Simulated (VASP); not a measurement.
Here is a VASP 6.6.1 calculation.

File INCAR:

```
SYSTEM = PbS
PREC = Accurate
ENCUT = 400
EDIFF = 1E-8
ISMEAR = -1
SIGMA = 0.01
LREAL = .False.
LASPH = .True.
NELM = 120
ALGO = Normal
ISIF = 2
LWAVE = .False.
LCHARG = .False.
GGA = CA
LEFG = .True.
NBANDS = 17
GGA_COMPAT = .False.
```

File KPOINTS:

```
regular mesh
0
Gamma
  8 8 8
  0 0 0
```

File POSCAR:

```
PbS
1.0
    0.0000000000      2.9249275202      2.9249275202
    2.9249275202      0.0000000000      2.9249275202
    2.9249275202      2.9249275202      0.0000000000
Pb S
1 1
Direct
    0.0000000000      0.0000000000      0.0000000000
    0.5000000000      0.5000000000      0.5000000000
```

Potentials or basis: VASP PAW LDA potentials, release 64 (Pb_d, S).

Command:

```console
$ cat potpaw_LDA.64/Pb_d/POTCAR potpaw_LDA.64/S/POTCAR > POTCAR
$ mpirun -np 1 vasp_std > vasp.out
```

(1) What does it give for the pressure?

(2) Predict the band gap on the k mesh.

## Answers

(1) -0.1 GPa.

(2) 0.05 eV.

Caveat: spin-orbit coupling is left out, which moves the levels of the heavy elements.
